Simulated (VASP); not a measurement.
# LiGeH3 (P4mm) in VASP: a series of runs, part 3 of 3

VASP 6.6.1. Earlier steps stand in the parts before.

## 5. Single point, PBE

This run uses another cell than the first one, of 16.71 Å³/atom, 1.560 times its volume.

File INCAR:

```
SYSTEM = LiGeH3
  ALGO = Normal
  EDIFF = 1E-6
  ENCUT = 520
  GGA = PE
  ISIF = 2
  ISMEAR = 0
  LASPH = .TRUE.
  LCHARG = .FALSE.
  LREAL = .FALSE.
  LWAVE = .FALSE.
  NBANDS = 18
  NELM = 60
  PREC = Accurate
  SIGMA = 0.1
```

File KPOINTS:

```
k-points
0
G
  10 10 8
  0 0 0
```

File POSCAR:

```
LiGeH3
1.0
    3.9548342211      0.0000000000      0.0000000000
    0.0000000000      3.9548342211      0.0000000000
    0.0000000000      0.0000000000      5.3411518015
Li Ge H
1 1 3
Direct
    0.5000000000      0.5000000000      0.3602406040
    0.0000000000      0.0000000000      0.2196995691
    0.5000000000      0.0000000000      0.2523052815
    0.0000000000      0.5000000000      0.2523052815
    0.0000000000      0.0000000000      0.5236492738
```

Potentials or basis: VASP PAW PBE potentials, release 64 (Li_sv, Ge_d, H).

The run is started by

```console
$ cat potpaw_PBE.64/Li_sv/POTCAR potpaw_PBE.64/Ge_d/POTCAR potpaw_PBE.64/H/POTCAR > POTCAR
$ mpirun -np 1 vasp_std > vasp.out
```

OUTCAR:

```text
SYSTEM = LiGeH3
   EDIFF = 1E-6
   ENCUT = 520
   GGA = PE
   ISIF = 2
   ISMEAR = 0
   LASPH = .TRUE.
   LREAL = .FALSE.
   NELM = 60
   PREC = Accurate

 ion  position               nearest neighbor table
   1  0.500  0.500  0.360-
   2  0.000  0.000  0.220-   5 1.62
   3  0.500  0.000  0.252-
   4  0.000  0.500  0.252-
   5  0.000  0.000  0.524-   2 1.62

  LATTYP: Found a simple tetragonal cell.
 ALAT       =     3.9548342211
 C/A-ratio  =     1.3505374696

  Lattice vectors:

 A1 = (   3.9548342211,   0.0000000000,   0.0000000000)
 A2 = (   0.0000000000,   3.9548342211,   0.0000000000)
 A3 = (   0.0000000000,   0.0000000000,   5.3411518015)

Analysis of symmetry for initial positions (statically):
=====================================================================
 Subroutine PRICEL returns:
 Original cell was already a primitive cell.

 Routine SETGRP: Setting up the symmetry group for a
 simple tetragonal supercell.

 Subroutine GETGRP returns: Found  8 space group operations
 (whereof  8 operations were pure point group operations)
 out of a pool of 16 trial point group operations.

The static configuration has the point symmetry C_4v.

Analysis of symmetry for dynamics (positions and initial velocities):
=====================================================================
 Subroutine PRICEL returns:
 Original cell was already a primitive cell.

 Routine SETGRP: Setting up the symmetry group for a
 simple tetragonal supercell.

 Subroutine GETGRP returns: Found  8 space group operations
 (whereof  8 operations were pure point group operations)
 out of a pool of 16 trial point group operations.

The dynamic configuration has the point symmetry C_4v.

 Subroutine INISYM returns: Found  8 space group operations
 (whereof  8 operations are pure point group operations),
 and found     1 'primitive' translations

----------------------------------------------------------------------------------------

                                     Primitive cell

  volume of cell :      83.5394

  direct lattice vectors                    reciprocal lattice vectors
     3.954834221  0.000000000  0.000000000     0.252855099  0.000000000  0.000000000
     0.000000000  3.954834221  0.000000000     0.000000000  0.252855099  0.000000000
     0.000000000  0.000000000  5.341151801     0.000000000  0.000000000  0.187225534

  length of vectors
     3.954834221  3.954834221  5.341151801     0.252855099  0.252855099  0.187225534

  position of ions in fractional coordinates (direct lattice)
     0.500000000  0.500000000  0.360240604
     0.000000000  0.000000000  0.219699569
     0.500000000  0.000000000  0.252305281
     0.000000000  0.500000000  0.252305281
     0.000000000  0.000000000  0.523649274

  ion indices of the primitive-cell ions
   primitive index   ion index
                 1           1
                 2           2
                 3           3
                 4           4
                 5           5

----------------------------------------------------------------------------------------

 KPOINTS: k-points

Automatic generation of k-mesh.
 Grid dimensions read from file:
 generate k-points for:   10   10    8

 Generating k-lattice:

  Cartesian coordinates                     Fractional coordinates (reciprocal lattice)
     0.025285510  0.000000000  0.000000000     0.100000000  0.000000000  0.000000000
     0.000000000  0.025285510  0.000000000     0.000000000  0.100000000  0.000000000
     0.000000000  0.000000000  0.023403192     0.000000000  0.000000000  0.125000000

  Length of vectors
     0.025285510  0.025285510  0.023403192

  Shift w.r.t. Gamma in fractional coordinates (k-lattice)
     0.000000000  0.000000000  0.000000000

 Subroutine IBZKPT returns following result:
 ===========================================

 Found    105 irreducible k-points:

 Following reciprocal coordinates:
            Coordinates               Weight
  0.000000  0.000000  0.000000      1.000000
  0.100000  0.000000  0.000000      4.000000
  0.200000  0.000000  0.000000      4.000000
  0.300000  0.000000  0.000000      4.000000
  0.400000  0.000000  0.000000      4.000000
  0.500000  0.000000  0.000000      2.000000
[... 16 lines left out ...]
  0.100000  0.000000  0.125000      8.000000
  0.200000  0.000000  0.125000      8.000000
 [... further k-points ...]
   k-points           NKPTS =    105   k-points in BZ     NKDIM =    105   number of bands    NBANDS=     18
   number of dos      NEDOS =    301   number of ions     NIONS =      5
   total plane-waves  NPLWV =  36000
   dimension x,y,z NGX =    30 NGY =   30 NGZ =   40
   dimension x,y,z NGXF=    60 NGYF=   60 NGZF=   80
   ions per type =               1   1   3
   NGX,Y,Z   is equivalent  to a cutoff of  12.61, 12.61, 12.45 a.u.
   NGXF,Y,Z  is equivalent  to a cutoff of  25.22, 25.22, 24.90 a.u.
 SYSTEM =  LiGeH3
   PREC   = accura    normal or accurate (medium, high low for compatibility)
   ISTART =      0    job   : 0-new  1-cont  2-samecut
   ICHARG =      2    charge: 1-file 2-atom 10-const
   ISPIN  =      1    spin polarized calculation?
   LNONCOLLINEAR =      F non collinear calculations
   LSORBIT =      F    spin-orbit coupling
   LASPH  =      T    aspherical Exc in radial PAW
   ENCUT  =  520.0 eV  38.22 Ry    6.18 a.u.   7.35  7.35  9.93*2*pi/ulx,y,z
   NELM   =     60;   NELMIN=  2; NELMDL= -5     # of ELM steps
   EDIFF  = 0.1E-05   stopping-criterion for ELM
   LREAL  =      F    real-space projection
   EDIFFG = 0.1E-04   stopping-criterion for IOM
   NSW    =      0    number of steps for IOM
   IBRION =     -1    ionic relax: 0-MD 1-quasi-New 2-CG
   NFREE  =      0    steps in history (QN), initial steepest desc. (CG)
   ISIF   =      2    stress and relaxation
   ISYM   =      2    0-nonsym 1-usesym 2-fastsym
   POTIM  = 0.5000    time-step for ionic-motion
   TEBEG  =    0.0;   TEEND  =   0.0 temperature during run
   PSTRESS=    0.0 pullay stress
   NELECT =      20.0000    total number of electrons
   NUPDOWN=      -1.0000    fix difference up-down
   EMIN   =  10.00;   EMAX   =-10.00  energy-range for DOS
   EFERMI =   0.00;   METHOD = LEGACY
   ISMEAR =     0;   SIGMA  =   0.10  broadening in eV -4-tet -1-fermi 0-gaus
   EFERMI_NEDOS =   21; number of points for ismear=-14 and -15
   IALGO  =     38    algorithm
   IMIX   =      4    mixing-type and parameters
     AMIX     =   0.40;   BMIX     =  1.00
     AMIX_MAG =   1.60;   BMIX_MAG =  1.00
  volume/ion in A,a.u.               =      16.71       112.75
  Fermi-wavevector in a.u.,A,eV,Ry     =   1.016532  1.920967 14.059404  1.033337
  Thomas-Fermi vector in A             =   2.149881
   LORBIT       =      0    0 simple, 1 ext, 2 COOP (PROOUT), +10 PAW based schemes
   GGA     = PE    functional components
   LHFCALC =     F    Hartree Fock is set to
   AEXX    =    0.0000 exact exchange contribution
   IVDW    =     0    specifies the selected vdW correction
   LEPSILON=     F    determine dielectric tensor
   LRPA    =     F    only Hartree local field effects (RPA)
 non-spin polarized calculation
 Gauss-broadening in eV      SIGMA  =   0.10
  energy-cutoff  :      520.00
  volume of cell :       83.54
 maximum number of plane-waves:      2276
 NGX is ok and might be reduce to    30
   NGX = 15   NGY = 15   NGZ = 19

 number of electron      20.0000000 magnetization

 Free energy of the ion-electron system (eV)
  ---------------------------------------------------
  ext. energy  EPLUGINS =         0.00000000
  ---------------------------------------------------
  free energy    TOTEN  =       -15.81033554 eV

  energy without entropy =      -15.80851660  energy(sigma->0) =      -15.80942607

 E-fermi :   0.6666     XC(G=0):  -6.5507

 val. band max:        0.2392309127   @ k =   0.1000   0.0000   0.0000
 cond. band min:       0.6695928287   @ k =   0.0000   0.0000   0.0000
 fundamental gap:      0.4303619160
 Fermi energy:         0.6666022158

 k-point     1 :       0.0000    0.0000    0.0000
  band No.  band energies     occupation
      1     -47.0999      2.00000
      2     -23.9682      2.00000
      3     -23.9511      2.00000
      4     -23.8613      2.00000
      5     -23.8482      2.00000
      6     -23.8482      2.00000
[... 10 lines left out ...]
     17       9.7148      0.00000
     18      11.1869      0.00000
[... 466 lines left out ...]
      2     -23.9648      2.00000
      3     -23.9518      2.00000
      4     -23.8600      2.00000
      5     -23.8489      2.00000
      6     -23.8482      2.00000
[... 10 lines left out ...]
     17       8.5326      0.00000
     18      10.1265      0.00000

 [... further k-points ...]
[... 5 lines left out ...]
  --------------------------------------------------------------------------------------
  -------------------------------------------------------------------------------------
  Total       -0.0395804     -0.0395804     -0.0691141      0.0000000      0.0000000     -0.0000000
  in kB       -0.7591009     -0.7591009     -1.3255178      0.0000000      0.0000000     -0.0000000
  external PRESSURE =      -0.9479065 kB  Pullay stress =       0.0000000 kB

 VOLUME and BASIS-vectors are now :
 -----------------------------------------------------------------------------
  energy-cutoff  :      520.00
  volume of cell :       83.54
      direct lattice vectors                 reciprocal lattice vectors
     3.954834221  0.000000000  0.000000000     0.252855099  0.000000000  0.000000000
     0.000000000  3.954834221  0.000000000     0.000000000  0.252855099  0.000000000
     0.000000000  0.000000000  5.341151801     0.000000000  0.000000000  0.187225534

 POSITION                                       TOTAL-FORCE (eV/Angst)
 -----------------------------------------------------------------------------------
      1.97742      1.97742      1.92410         0.000000     -0.000000     -0.000301
      0.00000      0.00000      1.17345         0.000000      0.000000      0.015981
      1.97742      0.00000      1.34760        -0.000000     -0.000000      0.000093
      0.00000      1.97742      1.34760         0.000000     -0.000000      0.000093
      0.00000      0.00000      2.79689         0.000000     -0.000000     -0.015867
 -----------------------------------------------------------------------------------
    total drift:                                0.000000      0.000000     -0.001049

  FREE ENERGIE OF THE ION-ELECTRON SYSTEM (eV)
  ---------------------------------------------------
  free  energy   TOTEN  =       -15.8103355377 eV

  energy  without entropy=      -15.8085165984  energy(sigma->0) =      -15.80942607
```

OSZICAR:

```text
N       E                     dE             d eps       ncg     rms          rms(c)
DAV:   1     0.119113236465E+03    0.11911E+03   -0.99494E+03  4026   0.173E+03
DAV:   2     0.316297860750E+01   -0.11595E+03   -0.11213E+03  4094   0.437E+02
DAV:   3    -0.142045292560E+02   -0.17368E+02   -0.17244E+02  4738   0.107E+02
DAV:   4    -0.166330212440E+02   -0.24285E+01   -0.24201E+01  6794   0.279E+01
DAV:   5    -0.166715536409E+02   -0.38532E-01   -0.38509E-01  4674   0.383E+00    0.490E+00
DAV:   6    -0.160363026885E+02    0.63525E+00   -0.40002E-01  4524   0.367E+00    0.255E+00
DAV:   7    -0.157889352741E+02    0.24737E+00   -0.60313E-01  4452   0.330E+00    0.534E-01
DAV:   8    -0.158033334420E+02   -0.14398E-01   -0.84311E-02  5082   0.184E+00    0.225E-01
DAV:   9    -0.158077091512E+02   -0.43757E-02   -0.11591E-02  4226   0.736E-01    0.135E-01
DAV:  10    -0.158100254554E+02   -0.23163E-02   -0.22852E-03  4066   0.296E-01    0.388E-02
DAV:  11    -0.158102810307E+02   -0.25558E-03   -0.38403E-04  4514   0.195E-01    0.222E-02
DAV:  12    -0.158103262187E+02   -0.45188E-04   -0.60002E-05  4190   0.482E-02    0.597E-03
DAV:  13    -0.158103339796E+02   -0.77609E-05   -0.84391E-06  4254   0.282E-02    0.409E-03
DAV:  14    -0.158103353968E+02   -0.14173E-05   -0.14090E-06  3682   0.105E-02    0.709E-04
DAV:  15    -0.158103355377E+02   -0.14088E-06   -0.22942E-07  4112   0.428E-03
   1 F= -.15810336E+02 E0= -.15809426E+02  d E =-.181894E-02
```

stdout:

```text
POSCAR found type information on POSCAR LiGeH
 POSCAR found :  3 types and       5 ions
 scaLAPACK will be used
 LDA part: xc-table for (Slater+PW92), standard interpolation
 POSCAR, INCAR and KPOINTS ok, starting setup
 FFT: planning ... GRIDC
 FFT: planning ... GRID_SOFT
 FFT: planning ... GRID
 WAVECAR not read
 entering main loop
```

It took 2.6 min on 1 thread of Intel Xeon Platinum 8488C (Sapphire Rapids), shared host; peak memory 0.28 GiB.

What came out:

| Item | Value |
| --- | --- |
| Free energy | -15.8103 eV |
| Largest force | 0.016 eV/Å |
| Band gap on the k mesh | zero (band 10 reaches 0.73 eV, above the bottom of band 11 at 0.67 eV) |

Forces in eV/Å, atoms in the order of the input:
```
Li   0.000  0.000  0.000
Ge   0.000  0.000  0.016
H    0.000  0.000  0.000
H    0.000  0.000  0.000
H    0.000  0.000 -0.016
```

Levels at points of the mesh, in eV from the Fermi level:
| k point | band 8 | band 9 | band 10 | band 11 | band 12 | band 13 |
| --- | --- | --- | --- | --- | --- | --- |
| (0.00, 0.00, 0.00) | -3.76 | -2.60 | 0.00 | 0.00 | 0.22 | 1.54 |
| (0.50, 0.00, 0.00) | -6.29 | -3.24 | -0.65 | 1.01 | 2.92 | 3.10 |
| (0.50, 0.50, 0.00) | -6.14 | -6.14 | -2.33 | 1.87 | 3.80 | 4.97 |
| (0.00, 0.00, 0.50) | -4.39 | -2.59 | 0.06 | 0.06 | 0.30 | 4.07 |
| (0.50, 0.00, 0.50) | -6.25 | -3.73 | -0.73 | 1.06 | 1.74 | 4.96 |
| (0.50, 0.50, 0.50) | -6.11 | -6.11 | -2.89 | 2.14 | 3.60 | 3.60 |

Caveat: the cutoff is under 1.25 times the usual one of these potentials, so pressure, stress and relaxed cells hold a basis-set (Pulay) error.

## 6. Relaxation of cell and atoms, PBE

This run uses another cell than the first one, of 16.42 Å³/atom, 1.533 times its volume.

File INCAR:

```
  ALGO = Normal
  EDIFF = 1E-6
  EDIFFG = -0.01
  ENCUT = 600
  GGA = PE
  IBRION = 2
  ISIF = 3
  ISMEAR = 0
  LASPH = T
  LCHARG = F
  LREAL = F
  LWAVE = F
  NELM = 60
  NSW = 100
  PREC = Accurate
  SIGMA = 0.1
```

File KPOINTS:

```
k-points
0
Gamma
  10 10 8
```

File POSCAR:

```
LiGeH3
1.0
    3.9690647592      0.0000000000      0.0000000000
    0.0000000000      3.9690647592      0.0000000000
    0.0000000000      0.0000000000      5.2127366085
Li Ge H
1 1 3
Direct
    0.5000000000      0.5000000000      0.3597855861
    0.0000000000      0.0000000000      0.2159394610
    0.5000000000      0.0000000000      0.2526425870
    0.0000000000      0.5000000000      0.2526425870
    0.0000000000      0.0000000000      0.5271897888
```

Potentials or basis: VASP PAW PBE potentials, release 64 (Li_sv, Ge_d, H).

The run is started by

```console
$ cat potpaw_PBE.64/Li_sv/POTCAR potpaw_PBE.64/Ge_d/POTCAR potpaw_PBE.64/H/POTCAR > POTCAR
$ mpirun -np 1 vasp_std > vasp.out
```

It took 8.1 min on 1 thread of Intel Xeon Platinum 8488C (Sapphire Rapids), shared host; peak memory 0.31 GiB.

Results (log left out):

| Quantity | Value |
| --- | --- |
| Free energy | -15.8109 eV |
| Relaxed volume | 16.34 Å³/atom |
| Relaxed cell | a = 3.954 Å, b = 3.954 Å, c = 5.224 Å, α = 90.00°, β = 90.00°, γ = 90.00° |
| Space group after relaxing (to 0.05 Å) | P4mm (No. 99) |
| Energy gained by relaxing | 0.2 meV/atom |
| Ionic steps | 11 |
| Pressure after relaxing | 0.0 GPa |
| Largest force after relaxing | 0.007 eV/Å |
| Band gap on the k mesh | zero (band 10 reaches 0.82 eV, above the bottom of band 11 at 0.75 eV) |

Forces in eV/Å, atoms in the order of the input:
```
Li   0.000  0.000  0.005
Ge   0.000  0.000  0.006
H    0.000  0.000 -0.007
H    0.000  0.000 -0.007
H    0.000  0.000  0.002
```

The path:
| step | energy change (eV) | largest force (eV/Å) | pressure (GPa) | volume (Å³) |
| --- | --- | --- | --- | --- |
| 1 | 0.0000 | 0.0587 | -0.21 | 82.12 |
| 2 | -0.0006 | 0.0283 | 0.01 | 81.86 |
| 3 | -0.0006 | 0.0344 | -0.03 | 81.81 |
| 4 | -0.0007 | 0.0461 | 0.00 | 81.73 |
| 5 | -0.0007 | 0.0694 | 0.12 | 81.56 |
| 6 | -0.0007 | 0.0556 | -0.02 | 81.66 |
| 7 | -0.0007 | 0.0629 | 0.08 | 81.61 |
| 8 | -0.0010 | 0.0142 | 0.05 | 81.50 |
| 9 | -0.0010 | 0.0154 | 0.06 | 81.49 |
| 10 | -0.0011 | 0.0112 | 0.02 | 81.57 |
| 11 | -0.0011 | 0.0065 | -0.02 | 81.68 |

Final structure:
```
Li Ge H
1.0
     3.95425    0.00000    0.00000
     0.00000    3.95425    0.00000
     0.00000    0.00000    5.22359
Li Ge H
1 1 3
Direct
  0.50000 0.50000 0.36013
  0.00000 0.00000 0.21754
  0.50000 0.00000 0.25127
  0.00000 0.50000 0.25127
  0.00000 0.00000 0.52799
```

Levels at points of the mesh, in eV from the Fermi level:
```
           k point  band 6  band 7  band 8  band 9  band 10  band 11  band 12  band 13  band 14
(0.00, 0.00, 0.00)  -24.51  -10.82   -3.70   -2.61     0.00     0.00     0.22     1.57     5.78
(0.50, 0.00, 0.00)  -24.51   -9.90   -6.30   -3.19    -0.64     1.01     2.92     3.18     4.19
(0.50, 0.50, 0.00)  -24.51   -8.57   -6.14   -6.14    -2.27     1.85     3.77     5.08     5.08
(0.00, 0.00, 0.50)  -24.51  -10.74   -4.43   -2.59     0.07     0.07     0.32     4.13     5.30
(0.50, 0.00, 0.50)  -24.51   -9.82   -6.25   -3.77    -0.73     1.07     1.71     4.97     5.82
(0.50, 0.50, 0.50)  -24.51   -8.48   -6.11   -6.11    -2.93     2.16     3.57     3.57     4.41
```

Caveat: the cutoff is under 1.25 times the usual one of these potentials, so pressure, stress and relaxed cells hold a basis-set (Pulay) error.

## 7. Overview

| task | cell | k mesh | cutoff (eV) | gap on the mesh (eV) | pressure (GPa) | relaxed volume (Å³/atom) | largest force (eV/Å) |
| --- | --- | --- | --- | --- | --- | --- | --- |
| single point | a = 3.427, b = 3.427, c = 4.560 Å, 5 atoms | 6 × 6 × 4 | 520 | none | - | - | 2.79 |
| single point | a = 3.969, b = 3.969, c = 5.213 Å, 5 atoms | 6 × 6 × 4 | 520 | none | - | - | 0.01 |
| relaxation of cell and atoms | relaxed from a = 3.427, b = 3.427, c = 4.560 Å, 5 atoms | 6 × 6 × 4 | 600 | none | 0.0 | 15.97 | 0.03 |
| single point | a = 3.955, b = 3.955, c = 5.341 Å, 5 atoms | 10 × 10 × 8 | 520 | none | - | - | 0.02 |
| relaxation of cell and atoms | relaxed from a = 3.969, b = 3.969, c = 5.213 Å, 5 atoms | 10 × 10 × 8 | 600 | none | 0.0 | 16.34 | 0.01 |

Alike in all rows: level PBE; potentials or basis VASP PAW PBE potentials, release 64 (Li_sv, Ge_d, H); no spin polarisation; smearing gaussian 0.1 eV.

Caveats: the cutoff is under 1.25 times the usual one of these potentials, so pressure, stress and relaxed cells hold a basis-set (Pulay) error; forces of over 1 eV/Å act on the atoms, so gaps and moduli don't describe the material at rest (some runs); the volume moved by over 15 % at a fixed basis, so the end points are rough (some runs).

Total energies depend on the potentials used, so only differences within one code and one set of settings carry meaning.
